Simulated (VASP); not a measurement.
Set up this calculation in VASP 6.6.1, as the native input.

* Task: single point
* Functional: PBEsol
* Potentials or basis: VASP PAW PBE potentials, release 64 (Ta_pv, N)
* Cutoff: 520 eV
* k mesh: 18 × 18 × 8
* Occupations: gaussian, width 0.15 eV
* Spin: no spin polarisation
* Dipole correction: no
* Further INCAR settings: ALGO = Normal; EDIFF = 1e-07; NBANDS = 27

The structure of Ta3N lies in POSCAR:

```
Ta3N
1.0
    3.0005045844      0.0000000000      0.0000000000
   -1.5002522922      2.5985131942      0.0000000000
    0.0000000000      0.0000000000      7.7479221219
Ta N
3 1
Direct
    0.0000000000      0.0000000000      0.5000000000
    0.3333333333      0.6666666667      0.1725859884
    0.6666666667      0.3333333333      0.8274140116
    0.0000000000      0.0000000000      0.0000000000
```

This cell differs from its parent crystal: strain +0.000 along x and y, +0.040 along z.

One way to write it, as run:

INCAR

```
PREC     = Accurate       # precision mode
ENCUT    = 520            # plane-wave cutoff, eV
EDIFF    = 1E-7           # SCF threshold, eV
ISMEAR   = 0              # smearing method
SIGMA    = 0.15           # smearing width, eV
LREAL    = False          # projectors in reciprocal space
LASPH    = True           # aspherical terms in the spheres
NELM     = 80             # most SCF steps
ALGO     = Normal         # electronic algorithm
ISIF     = 2              # what is computed and relaxed
LWAVE    = False          # write WAVECAR
LCHARG   = True           # write CHGCAR
GGA      = PS             # functional
LELF     = True           # ELF
LVHAR    = True         
NBANDS   = 27             # bands
```

KPOINTS

```
Automatic mesh
0
Gamma
  18 18 8
```

Potentials or basis: VASP PAW PBE potentials, release 64 (Ta_pv, N).

Command:

```bash
$ cat potpaw_PBE.64/Ta_pv/POTCAR potpaw_PBE.64/N/POTCAR > POTCAR
$ mpirun -np 1 vasp_std > vasp.out
```

It gave:

The pressure is -9.2 GPa, the largest force is 0.044 eV/Å and the band gap on the k mesh is zero (bands 19 and 20 overlap by 0.66 eV).

Caveat: the cell differs from its parent crystal (strain +0.000 along x and y, +0.040 along z); the cell stands under tension; the PAW data sets were made with another functional, which shifts forces and pressure a little; spin-orbit coupling is left out, which moves the levels of the heavy elements.

Run time: 4 min on 1 thread of AMD EPYC 9R45 96-Core Processor (Zen 5), with other jobs on the host, peak memory 0.43 GiB.
